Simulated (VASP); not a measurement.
A run of VASP 6.6.1 is set up as follows.

Contents of INCAR:

```
PREC = Accurate ; ENCUT = 520
EDIFF = 1E-6 ; ISMEAR = -1
SIGMA = 0.05 ; LREAL = False
LASPH = True ; NELM = 100
ALGO = Normal ; ISIF = 2
LWAVE = False ; LCHARG = False
GGA = CA ; NBANDS = 16
```

File KPOINTS:

```
Automatic mesh
0
Gamma
  8 8 7
```

The input POSCAR:

```
NbTe
1.0
    3.7517033219      0.0000000000      0.0000000000
   -1.8758516609      3.2490703843      0.0000000000
    0.0000000000      0.0000000000      3.7428246143
Te Nb
1 1
Direct
    0.6666666667      0.3333333333      0.0000000000
    0.0000000000      0.0000000000      0.5000000000
```

Potentials or basis: VASP PAW LDA potentials, release 64 (Te, Nb_sv).

Run with:

```bash
$ cat potpaw_LDA.64/Te/POTCAR potpaw_LDA.64/Nb_sv/POTCAR > POTCAR
$ mpirun -np 1 vasp_std > vasp.out
```

Q: Predict the pressure.

A: -11.3 GPa.

Stress tensor (GPa, compression positive):
```
-10.67   0.00   0.00
  0.00 -10.67   0.00
  0.00   0.00 -12.56
```
